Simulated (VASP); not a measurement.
Set up this calculation in VASP 6.6.1, as the native input.

| Quantity | Value |
| --- | --- |
| Task | single point |
| Functional | PBEsol |
| Potentials or basis | VASP PAW PBE potentials, release 64 (Ni, Mo_sv, Pd, Ir, W_sv) |
| Cutoff | 520 eV |
| k mesh | 11 × 11 × 3 |
| Occupations | fermi-dirac, width 0.05 eV |
| Spin | collinear spin, ferromagnetic start |
| Starting moments | [1.0, 1.0, 0.0, 0.6, 0.0] μB |
| Dipole correction | no |
| Further INCAR settings | ALGO = Normal; EDIFF = 1e-06; NBANDS = 40 |

The structure of NiMoIrPdW lies in POSCAR:

```
NiMoIrPdW
1.0
    2.7607800000      0.0000000000      0.0000000000
   -1.3803900000      2.3909000000      0.0000000000
    0.0000000000      0.0000000000     11.3405100000
Ni Mo Pd Ir W
1 1 1 1 1
Direct
    0.0000000000      0.0000000000      0.7091700000
    0.6666700000      0.3333300000      0.2942500000
    0.6666700000      0.3333300000      0.8990100000
    0.0000000000      0.0000000000      0.1060400000
    0.6666700000      0.3333300000      0.5292100000
```

One way to write it, as run:

INCAR

```
PREC = Accurate ; ENCUT = 520
EDIFF = 1E-6 ; ISMEAR = -1
SIGMA = 0.05 ; LREAL = False
LASPH = True ; NELM = 150
ALGO = Normal ; ISIF = 2
LWAVE = False ; LCHARG = False
ISPIN = 2 ; MAGMOM = 1 1 0 0.6 0
LORBIT = 11 ; LMAXMIX = 4
GGA = PS ; NBANDS = 40
```

KPOINTS

```
regular mesh
0
Gamma
  11 11 3
```

Potentials or basis: VASP PAW PBE potentials, release 64 (Ni, Mo_sv, Pd, Ir, W_sv).

Command:

```console
$ cat potpaw_PBE.64/Ni/POTCAR potpaw_PBE.64/Mo_sv/POTCAR potpaw_PBE.64/Pd/POTCAR potpaw_PBE.64/Ir/POTCAR potpaw_PBE.64/W_sv/POTCAR > POTCAR
$ mpirun -np 1 vasp_std > vasp.out
```

It gave:

```json
{"Pressure": "-8.5 GPa", "Largest force": "0.167 eV/Å", "Net moment": "0.00 μB per cell", "Valence electrons inside the program's atomic spheres": "Ni 9.21; Mo 12.56; Pd 9.45; Ir 8.29; W 12.09"}
```

Caveat: the cell stands under tension; the PAW data sets were made with another functional, which shifts forces and pressure a little.

Wall time 20 min on 1 thread of Oxide Virtual Turin-like Processor (shared host), peak memory 0.61 GiB.
